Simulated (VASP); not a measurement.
Input of a VASP 6.6.1 run:

Contents of INCAR:

```
PREC = Accurate
ENCUT = 570
EDIFF = 1E-7
ISMEAR = -1
SIGMA = 0.05
LREAL = False
LASPH = True
NELM = 120
ALGO = Normal
ISIF = 3
LWAVE = False
LCHARG = False
GGA = PS
IBRION = 2
NSW = 80
EDIFFG = -0.05
GGA_COMPAT = False
NELMIN = 4
```

Contents of KPOINTS:

```
regular mesh
0
Gamma
  9 9 6
```

The input POSCAR:

```
PtS2
1.0
    3.5432000000      0.0000000000      0.0000000000
   -1.7716000000      3.0685012107      0.0000000000
    0.0000000000      0.0000000000      5.0388000000
Pt S
1 2
Direct
    0.0000000000      0.0000000000      0.0000000000
    0.3333333333      0.6666666667      0.2270000000
    0.6666666667      0.3333333333      0.7730000000
```

Potentials or basis: VASP PAW PBE potentials, release 64 (Pt_sv_GW, S).

Run with:

```bash
$ cat potpaw_PBE.64/Pt_sv_GW/POTCAR potpaw_PBE.64/S/POTCAR > POTCAR
$ mpirun -np 1 vasp_std > vasp.out
```

Predict the band gap on the k mesh.

0.27 eV (least direct gap 1.01 eV).

Predict the relaxed volume.

17.41 Å³/atom.

Estimate the space group after relaxing (to 0.1 Å).

P-3m1 (No. 164).

What does it give for the relaxed cell?

a = 3.569 Å, b = 3.569 Å, c = 4.736 Å, α = 90.00°, β = 90.00°, γ = 120.00°.

Final structure:
```cif
data_structure
_symmetry_space_group_name_H-M 'P 1'
_symmetry_Int_Tables_number 1
_cell_length_a 3.5687
_cell_length_b 3.5687
_cell_length_c 4.7355
_cell_angle_alpha 90.000
_cell_angle_beta 90.000
_cell_angle_gamma 120.000
_cell_volume 52.23
loop_
_atom_site_label
_atom_site_type_symbol
_atom_site_fract_x
_atom_site_fract_y
_atom_site_fract_z
_atom_site_occupancy
Pt1 Pt 0.00000 0.00000 0.00000 1
S1 S 0.33333 0.66667 0.25200 1
S2 S 0.66667 0.33333 0.74800 1
```

Caveat: the PAW data sets were made with another functional, which shifts forces and pressure a little; spin-orbit coupling is left out, which moves the levels of the heavy elements. A k mesh can miss the band edges.
